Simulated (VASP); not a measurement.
# KTmH4: single point with PBE

Crystal: KTmH4.

```
K Tm H
1.0
     0.00000    4.32257    4.32257
     4.32257    0.00000    4.32257
     4.32257    4.32257    0.00000
K Tm H
1 1 4
Direct
  0.75000 0.75000 0.75000
  0.25000 0.25000 0.25000
  0.38324 0.85029 0.38324
  0.38324 0.38324 0.38324
  0.85029 0.38324 0.38324
  0.38324 0.38324 0.85029
```

The cell was built from a structure type or drawn by symmetry, and may not be a known phase.

| Property | Result |
| --- | --- |
| Program | VASP 6.6.1 |
| Task | single point |
| Functional | PBE |
| Potentials or basis | VASP PAW PBE potentials, release 64 (K_sv, Tm_3, H), 4f in core |
| Cutoff | 500 eV |
| k mesh | 6 × 6 × 6 |
| Occupations | gaussian, width 0.02 eV |
| Spin | no spin polarisation |

```yaml
Pressure: 0.1 GPa
Largest_force: 0.047 eV/Å
Band_gap_on_the_k_mesh: 2.77 eV (least direct gap 2.77 eV)
```

Forces in eV/Å, atoms in the order of the input:
```
K    0.000  0.000  0.000
Tm   0.000  0.000  0.000
H   -0.027  0.027 -0.027
H    0.027  0.027  0.027
H    0.027 -0.027 -0.027
H   -0.027 -0.027  0.027
```

Levels at points of the mesh, in eV from the valence-band top:
```csv
k point,band 8,band 9,band 10,band 11,band 12,band 13,band 14,band 15
"(0.00, 0.00, 0.00)",-2.60,-0.05,-0.05,-0.05,3.74,3.74,4.85,4.90
"(0.50, 0.00, 0.00)",-1.91,-0.80,-0.02,-0.02,2.81,3.86,3.86,4.60
"(0.50, 0.50, 0.00)",-1.53,-1.18,0.00,0.00,2.94,2.99,4.08,4.41
```

Run time: 52 s on 1 thread of AMD EPYC 9R45 96-Core Processor (Zen 5) (shared host), peak memory 0.31 GiB.

Caveat: spin-orbit coupling is left out, which moves the levels of the heavy elements; the 4f electrons are frozen in the core, so they carry no moment and show no levels. Spin polarisation is off, so any magnetic state and its effect on volume and gap are missing.
